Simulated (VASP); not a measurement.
Crystal: SiNi3.

```
Si Ni
1.0
     3.50627    0.00000    0.00000
     0.00000    3.50627    0.00000
     0.00000    0.00000    3.50627
Si Ni
1 3
Direct
  0.00000 0.00000 0.00000
  0.00000 0.50000 0.50000
  0.50000 0.00000 0.50000
  0.50000 0.50000 0.00000
```

| Item | Value |
| --- | --- |
| Program | VASP 6.6.1 |
| Task | relaxation of cell and atoms |
| Functional | LDA |
| Potentials or basis | VASP PAW LDA potentials, release 64 (Si, Ni) |
| Cutoff | 600 eV |
| k mesh | 12 × 12 × 12 |
| Occupations | gaussian, width 0.1 eV |
| Spin | no spin polarisation |

At the start: pressure -14.8 GPa; volume 10.78 Å³/atom.

Q: How do energy, volume and symmetry change on relaxing?

A: Over 5 steps the energy falls by 34.4 meV/atom and the volume is 10.08 Å³/atom (-6.5 %); space group Pm-3m (No. 221, to 0.1 Å) before and after.

The path:
| step | energy change (eV) | largest force (eV/Å) | pressure (GPa) | volume (Å³) |
| --- | --- | --- | --- | --- |
| 1 | 0.0000 | 0.0000 | -14.76 | 43.11 |
| 2 | 0.0869 | 0.0000 | 24.64 | 37.20 |
| 3 | -0.1375 | 0.0000 | -0.59 | 40.37 |
| 4 | -0.1376 | 0.0000 | 0.11 | 40.29 |
| 5 | -0.1376 | 0.0000 | -0.04 | 40.32 |

Final structure:
```xyz
4
Lattice="3.4291 0.0000 0.0000 0.0000 3.4291 0.0000 0.0000 0.0000 3.4291" Properties=species:S:1:pos:R:3 pbc="T T T"
Si    3.4291    3.4291    3.4291
Ni    0.0000    1.7146    1.7146
Ni    1.7146    0.0000    1.7146
Ni    1.7146    1.7146    3.4291
```
